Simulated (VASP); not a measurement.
SnTe (zincblende type): density of states with PBEsol

SnTe (zincblende type):

```
Sn Te
1.0
     0.00000    2.89834    2.89834
     2.89834    0.00000    2.89834
     2.89834    2.89834    0.00000
Sn Te
1 1
Direct
  0.00000 0.00000 0.00000
  0.25000 0.25000 0.25000
```

This cell differs from its parent crystal: volume scaled by 0.55.

| Quantity | Value |
| --- | --- |
| Program | VASP 6.6.1 |
| Task | density of states |
| Functional | PBEsol |
| Potentials or basis | VASP PAW PBE potentials, release 64 (Sn_d, Te) |
| Cutoff | 520 eV |
| k mesh | 12 × 12 × 12 |
| Occupations | fermi-dirac, width 0.1 eV |
| Spin | no spin polarisation |
| Dipole correction | no |
| k mesh for the DOS | 18 × 18 × 18 |
| Occupations for the DOS | tetrahedron |
| Further INCAR settings | ALGO = Normal; EDIFF = 1e-06 |

| Quantity | Value |
| --- | --- |
| Valence electrons inside the program's atomic spheres | Sn 12.83; Te 3.70 |

Levels at points of the mesh, in eV from the Fermi level:
```csv
k point,band 8,band 9,band 10,band 11,band 12,band 13
"(0.00, 0.00, 0.00)",-3.36,-3.36,-2.25,0.22,0.22,0.22
"(0.50, 0.00, 0.00)",-4.70,-4.70,-2.07,1.31,1.31,3.96
"(0.50, 0.50, 0.00)",-6.34,-6.34,-1.66,-1.55,7.06,7.06
```

Wall time 51 s on 1 thread of Intel(R) Xeon(R) 6975P-C (Granite Rapids) (shared host), peak memory 0.28 GiB.

Caveat: spin-orbit coupling is left out, which moves the levels of the heavy elements.
